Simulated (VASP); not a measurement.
# Ir (I4/mmm) in VASP: a series of runs

Ir is run at these levels: PBEsol; tasks: single point.

Everything below comes from runs of VASP 6.6.1. Logs are shortened: lines on timing, memory, paths and dates and some standing lists are left out, and cuts for length are marked.

### Step 1. The cell of the first run

The structure is tetragonal, space group I4/mmm (No. 139). The conventional cell has a = 2.579 Å, b = 2.579 Å, c = 3.935 Å, α = 90.00°, β = 90.00°, γ = 90.00°. Ir (site symmetry 4/mmm) has 12 Ir at 2.58 to 2.68 Å within 3.4 Å.

### Step 2. Single point, PBEsol (strain -0.050 along x and y, +0.025 along z)

File INCAR:

```
SYSTEM = Ir
ALGO     = Fast           ! electronic algorithm
EDIFF    = 1E-6           ! SCF threshold, eV
ENCUT    = 520            ! plane-wave cutoff, eV
GGA      = PS             ! functional
ISIF     = 2              ! what is computed and relaxed
ISMEAR   = 0              ! smearing method
LASPH    = .True.         ! aspherical terms in the spheres
LCHARG   = .True.         ! write CHGCAR
LELF     = .True.         ! ELF
LREAL    = .False.        ! projectors in reciprocal space
LVHAR    = .True.       
LWAVE    = .False.        ! write WAVECAR
NBANDS   = 10             ! bands
NELM     = 80             ! most SCF steps
PREC     = Accurate       ! precision mode
SIGMA    = 0.15           ! smearing width, eV
```

File KPOINTS:

```
k-points
0
Gamma
  22 22 22
  0 0 0
```

File POSCAR:

```
Ir
1.0
    0.0000000000      1.8237150000      1.9676925000
    1.8237150000      0.0000000000      1.9676925000
    1.8237150000      1.8237150000      0.0000000000
Ir
1
Direct
    0.0000000000      0.0000000000      0.0000000000
```

Potentials or basis: VASP PAW PBE potentials, release 64 (Ir).

On the command line:

```console
> cat potpaw_PBE.64/Ir/POTCAR > POTCAR
> mpirun -np 1 vasp_std > vasp.out
```

OUTCAR:

```text
SYSTEM = Ir
   EDIFF = 1E-6
   ENCUT = 520
   GGA = PS
   ISIF = 2
   ISMEAR = 0
   LASPH = .True.
   LREAL = .False.
   NELM = 80
   PREC = Accurate

 ion  position               nearest neighbor table
   1  0.000  0.000  0.000-

  LATTYP: Found a body centered tetragonal cell.
 ALAT       =     2.5791224869
 C/A-ratio  =     1.5258620015

  Lattice vectors:

 A1 = (  -1.8237150000,   0.0000000000,   1.9676925000)
 A2 = (   1.8237150000,   0.0000000000,   1.9676925000)
 A3 = (   0.0000000000,   1.8237150000,  -1.9676925000)

Analysis of symmetry for initial positions (statically):
=====================================================================
 Subroutine PRICEL returns:
 Original cell was already a primitive cell.

 Routine SETGRP: Setting up the symmetry group for a
 body centered tetragonal supercell.

 Subroutine GETGRP returns: Found 16 space group operations
 (whereof 16 operations were pure point group operations)
 out of a pool of 16 trial point group operations.

The static configuration has the point symmetry D_4h.

Analysis of symmetry for dynamics (positions and initial velocities):
=====================================================================
 Subroutine PRICEL returns:
 Original cell was already a primitive cell.

 Routine SETGRP: Setting up the symmetry group for a
 body centered tetragonal supercell.

 Subroutine GETGRP returns: Found 16 space group operations
 (whereof 16 operations were pure point group operations)
 out of a pool of 16 trial point group operations.

The dynamic configuration has the point symmetry D_4h.

 Subroutine INISYM returns: Found 16 space group operations
 (whereof 16 operations are pure point group operations),
 and found     1 'primitive' translations

----------------------------------------------------------------------------------------

                                     Primitive cell

  volume of cell :      13.0888

  direct lattice vectors                    reciprocal lattice vectors
     0.000000000  1.823715000  1.967692500    -0.274165645  0.274165645  0.254104745
     1.823715000  0.000000000  1.967692500     0.274165645 -0.274165645  0.254104745
     1.823715000  1.823715000  0.000000000     0.274165645  0.274165645 -0.254104745

  length of vectors
     2.682862310  2.682862310  2.579122487     0.463576125  0.463576125  0.463576125

  position of ions in fractional coordinates (direct lattice)
     0.000000000  0.000000000  0.000000000

  ion indices of the primitive-cell ions
   primitive index   ion index
                 1           1

----------------------------------------------------------------------------------------

 KPOINTS: k-points

Automatic generation of k-mesh.
 Grid dimensions read from file:
 generate k-points for:   22   22   22

 Generating k-lattice:

  Cartesian coordinates                     Fractional coordinates (reciprocal lattice)
    -0.012462075  0.012462075  0.011550216     0.045454545  0.000000000  0.000000000
     0.012462075 -0.012462075  0.011550216     0.000000000  0.045454545  0.000000000
     0.012462075  0.012462075 -0.011550216    -0.000000000 -0.000000000  0.045454545

  Length of vectors
     0.021071642  0.021071642  0.021071642

  Shift w.r.t. Gamma in fractional coordinates (k-lattice)
     0.000000000  0.000000000  0.000000000

 Subroutine IBZKPT returns following result:
 ===========================================

 Found    834 irreducible k-points:

 Following reciprocal coordinates:
            Coordinates               Weight
  0.000000  0.000000  0.000000      1.000000
  0.045455  0.000000  0.000000      8.000000
  0.090909  0.000000  0.000000      8.000000
  0.136364  0.000000  0.000000      8.000000
  0.181818  0.000000  0.000000      8.000000
  0.227273  0.000000  0.000000      8.000000
[... 16 lines left out ...]
  0.500000  0.045455  0.000000      8.000000
 -0.454545  0.045455  0.000000      8.000000
 [... further k-points ...]
   k-points           NKPTS =    834   k-points in BZ     NKDIM =    834   number of bands    NBANDS=     10
   number of dos      NEDOS =    301   number of ions     NIONS =      1
   total plane-waves  NPLWV =   8000
   dimension x,y,z NGX =    20 NGY =   20 NGZ =   20
   dimension x,y,z NGXF=    40 NGYF=   40 NGZF=   40
   ions per type =               1
   NGX,Y,Z   is equivalent  to a cutoff of  12.39, 12.39, 12.89 a.u.
   NGXF,Y,Z  is equivalent  to a cutoff of  24.79, 24.79, 25.78 a.u.
 SYSTEM =  Ir
   PREC   = accura    normal or accurate (medium, high low for compatibility)
   ISTART =      0    job   : 0-new  1-cont  2-samecut
   ICHARG =      2    charge: 1-file 2-atom 10-const
   ISPIN  =      1    spin polarized calculation?
   LNONCOLLINEAR =      F non collinear calculations
   LSORBIT =      F    spin-orbit coupling
   LASPH  =      T    aspherical Exc in radial PAW
   ENCUT  =  520.0 eV  38.22 Ry    6.18 a.u.   4.99  4.99  4.80*2*pi/ulx,y,z
   NELM   =     80;   NELMIN=  2; NELMDL= -5     # of ELM steps
   EDIFF  = 0.1E-05   stopping-criterion for ELM
   LREAL  =      F    real-space projection
   EDIFFG = 0.1E-04   stopping-criterion for IOM
   NSW    =      0    number of steps for IOM
   IBRION =     -1    ionic relax: 0-MD 1-quasi-New 2-CG
   NFREE  =      0    steps in history (QN), initial steepest desc. (CG)
   ISIF   =      2    stress and relaxation
   ISYM   =      2    0-nonsym 1-usesym 2-fastsym
   POTIM  = 0.5000    time-step for ionic-motion
   TEBEG  =    0.0;   TEEND  =   0.0 temperature during run
   PSTRESS=    0.0 pullay stress
   NELECT =       9.0000    total number of electrons
   NUPDOWN=      -1.0000    fix difference up-down
   EMIN   =  10.00;   EMAX   =-10.00  energy-range for DOS
   EFERMI =   0.00;   METHOD = LEGACY
   ISMEAR =     0;   SIGMA  =   0.15  broadening in eV -4-tet -1-fermi 0-gaus
   EFERMI_NEDOS =   21; number of points for ismear=-14 and -15
   IALGO  =     68    algorithm
   IMIX   =      4    mixing-type and parameters
     AMIX     =   0.40;   BMIX     =  1.00
     AMIX_MAG =   1.60;   BMIX_MAG =  1.00
  volume/ion in A,a.u.               =      13.09        88.33
  Fermi-wavevector in a.u.,A,eV,Ry     =   1.444958  2.730575 28.407661  2.087904
  Thomas-Fermi vector in A             =   2.563194
   LORBIT       =      0    0 simple, 1 ext, 2 COOP (PROOUT), +10 PAW based schemes
   GGA     = PS    functional components
   LHFCALC =     F    Hartree Fock is set to
   AEXX    =    0.0000 exact exchange contribution
   IVDW    =     0    specifies the selected vdW correction
   LEPSILON=     F    determine dielectric tensor
   LRPA    =     F    only Hartree local field effects (RPA)
 non-spin polarized calculation
 RMM-DIIS sequential band-by-band and
 Gauss-broadening in eV      SIGMA  =   0.15
  energy-cutoff  :      520.00
  volume of cell :       13.09
 maximum number of plane-waves:       371
   NGX =  9   NGY =  9   NGZ =  9

 number of electron       8.9999999 magnetization

 Free energy of the ion-electron system (eV)
  ---------------------------------------------------
  ext. energy  EPLUGINS =         0.00000000
  ---------------------------------------------------
  free energy    TOTEN  =        -9.64599467 eV

  energy without entropy =       -9.63564303  energy(sigma->0) =       -9.64081885

 E-fermi :  11.6139     XC(G=0): -14.5595

 val. band max:       11.6108340816   @ k =   0.4091   0.0455   0.1364
 cond. band min:      11.6168776697   @ k =  -0.3636   0.2273   0.0000
 fundamental gap:      0.0060435881
 Fermi energy:        11.6139442413

 k-point     1 :       0.0000    0.0000    0.0000
  band No.  band energies     occupation
      1      -0.3980      2.00000
      2       6.5330      2.00000
      3       7.6914      2.00000
      4       7.6914      2.00000
      5       9.5047      2.00000
      6      11.0702      2.00000
      7      25.8952      0.00000
      8      30.1588      0.00000
      9      32.7594      0.00000
     10      32.7594      0.00000

 k-point     2 :       0.0455    0.0000    0.0000
  band No.  band energies     occupation
      1      -0.2971      2.00000
      2       6.5569      2.00000
      3       7.6520      2.00000
      4       7.7364      2.00000
      5       9.4889      2.00000
      6      11.0240      2.00000
      7      26.0765      0.00000
      8      30.1684      0.00000
      9      32.3181      0.00000
     10      32.9377      0.00000

 k-point     3 :       0.0909    0.0000    0.0000
  band No.  band energies     occupation
      1      -0.0019      2.00000
      2       6.6056      2.00000
      3       7.5574      2.00000
      4       7.8633      2.00000
      5       9.4633      2.00000
      6      10.9001      2.00000
      7      26.5877      0.00000
      8      29.8447      0.00000
      9      31.9138      0.00000
     10      33.4602      0.00000

 k-point     4 :       0.1364    0.0000    0.0000
  band No.  band energies     occupation
      1       0.4630      2.00000
      2       6.6222      2.00000
      3       7.4633      2.00000
      4       8.0448      2.00000
      5       9.4917      2.00000
      6      10.7433      2.00000
      7      27.3051      0.00000
      8      28.9031      0.00000
      9      32.3580      0.00000
     10      34.2904      0.00000
[... 222 lines left out ...]
 k-point    22 :       0.4545    0.0455    0.0000
  band No.  band energies     occupation
      1       2.7514      2.00000
      2       6.5429      2.00000
      3       7.8794      2.00000
      4       9.7674      2.00000
      5      12.3754      0.00000
      6      12.8403      0.00000
      7      20.5359      0.00000
      8      25.6111      0.00000
      9      32.3706      0.00000
     10      32.8797      0.00000

 k-point    23 :       0.5000    0.0455    0.0000
  band No.  band energies     occupation
      1       2.7379      2.00000
      2       6.5176      2.00000
      3       7.8063      2.00000
      4      10.2739      2.00000
      5      12.4363      0.00000
      6      13.2992      0.00000
      7      19.7996      0.00000
      8      25.3730      0.00000
      9      31.6537      0.00000
     10      32.7025      0.00000

 k-point    24 :      -0.4545    0.0455    0.0000
  band No.  band energies     occupation
      1       2.7423      2.00000
      2       6.5514      2.00000
      3       7.7978      2.00000
      4      10.1427      2.00000
      5      12.3025      0.00000
      6      13.4297      0.00000
      7      19.9082      0.00000
      8      25.4243      0.00000
      9      31.4697      0.00000
     10      32.9893      0.00000

 [... further k-points ...]

------------------------ aborting loop because EDIFF is reached ----------------------------------------

  FORCE on cell =-STRESS in cart. coord.  units (eV):
  Direction    XX          YY          ZZ          XY          YZ          ZX
  --------------------------------------------------------------------------------------
  -------------------------------------------------------------------------------------
  Total        3.9522998      3.9522998      0.9648812      0.0000000      0.0000000     -0.0000000
  in kB      483.7926810    483.7926810    118.1090760      0.0000000      0.0000000     -0.0000000
  external PRESSURE =     361.8981460 kB  Pullay stress =       0.0000000 kB

 VOLUME and BASIS-vectors are now :
 -----------------------------------------------------------------------------
  energy-cutoff  :      520.00
  volume of cell :       13.09
      direct lattice vectors                 reciprocal lattice vectors
     0.000000000  1.823715000  1.967692500    -0.274165645  0.274165645  0.254104745
     1.823715000  0.000000000  1.967692500     0.274165645 -0.274165645  0.254104745
     1.823715000  1.823715000  0.000000000     0.274165645  0.274165645 -0.254104745

 POSITION                                       TOTAL-FORCE (eV/Angst)
 -----------------------------------------------------------------------------------
      0.00000      0.00000      0.00000        -0.000000     -0.000000      0.000000
 -----------------------------------------------------------------------------------
    total drift:                               -0.000000     -0.000000      0.000000

  FREE ENERGIE OF THE ION-ELECTRON SYSTEM (eV)
  ---------------------------------------------------
  free  energy   TOTEN  =        -9.6459946661 eV

  energy  without entropy=       -9.6356430295  energy(sigma->0) =       -9.64081885
```

It took 82 s on 1 thread of AMD EPYC 9R45 (Zen 5), shared host; peak memory 0.2 GiB.

What came out:

| Property | Result |
| --- | --- |
| Free energy | -9.6460 eV |
| Pressure | 36.2 GPa |
| Band gap on the k mesh | zero (an odd number of electrons rules out a gap without spin polarisation) |

Stress tensor (GPa, compression positive):
```
48.38  0.00  0.00
 0.00 48.38  0.00
 0.00  0.00 11.81
```

Caveat: the cell differs from its parent crystal (strain -0.050 along x and y, +0.025 along z); the cell stands under pressure; the PAW data sets were made with another functional, which shifts forces and pressure a little; spin-orbit coupling is left out, which moves the levels of the heavy elements.

### Step 3. Single point, PBEsol (strain +0.000 along x and y, +0.025 along z)

File INCAR:

```
PREC = Accurate
ENCUT = 520
EDIFF = 1E-6
ISMEAR = 0
SIGMA = 0.15
LREAL = F
LASPH = T
NELM = 100
ALGO = Fast
ISIF = 2
LWAVE = F
LCHARG = F
GGA = PS
NBANDS = 10
```

File KPOINTS:

```
Automatic mesh
0
Gamma
  22 22 22
```

File POSCAR:

```
Ir
1.0
    0.0000000000      1.9197000000      1.9676925000
    1.9197000000      0.0000000000      1.9676925000
    1.9197000000      1.9197000000      0.0000000000
Ir
1
Direct
    0.0000000000      0.0000000000      0.0000000000
```

Potentials or basis: VASP PAW PBE potentials, release 64 (Ir).

On the command line:

```console
> cat potpaw_PBE.64/Ir/POTCAR > POTCAR
> mpirun -np 1 vasp_std > vasp.out
```

It took 74 s on 1 thread of AMD EPYC 9R45 (Zen 5), shared host; peak memory 0.21 GiB.

The run converged. Its results:

| Item | Value |
| --- | --- |
| Free energy | -9.8017 eV |
| Pressure | -10.4 GPa |
| Band gap on the k mesh | zero (an odd number of electrons rules out a gap without spin polarisation) |

Stress tensor (GPa, compression positive):
```
 -7.53   0.00   0.00
  0.00  -7.53   0.00
  0.00   0.00 -16.24
```

Levels at points of the mesh, in eV from the Fermi level:
| k point | band 2 | band 3 | band 4 | band 5 | band 6 | band 7 |
| --- | --- | --- | --- | --- | --- | --- |
| (0.00, 0.00, 0.00) | -3.94 | -3.62 | -3.62 | -1.33 | -0.91 | 14.40 |
| (0.50, 0.00, 0.00) | -3.98 | -3.65 | -0.72 | 0.80 | 0.97 | 7.01 |
| (0.50, 0.50, 0.00) | -7.06 | 0.90 | 1.34 | 1.42 | 1.42 | 9.71 |
| (0.50, 0.00, 0.50) | -7.07 | 0.85 | 1.29 | 1.60 | 1.85 | 10.38 |

Caveat: the cell differs from its parent crystal (strain +0.000 along x and y, +0.025 along z); the cell stands under tension; the PAW data sets were made with another functional, which shifts forces and pressure a little; spin-orbit coupling is left out, which moves the levels of the heavy elements.

[end of part 1 of 3]
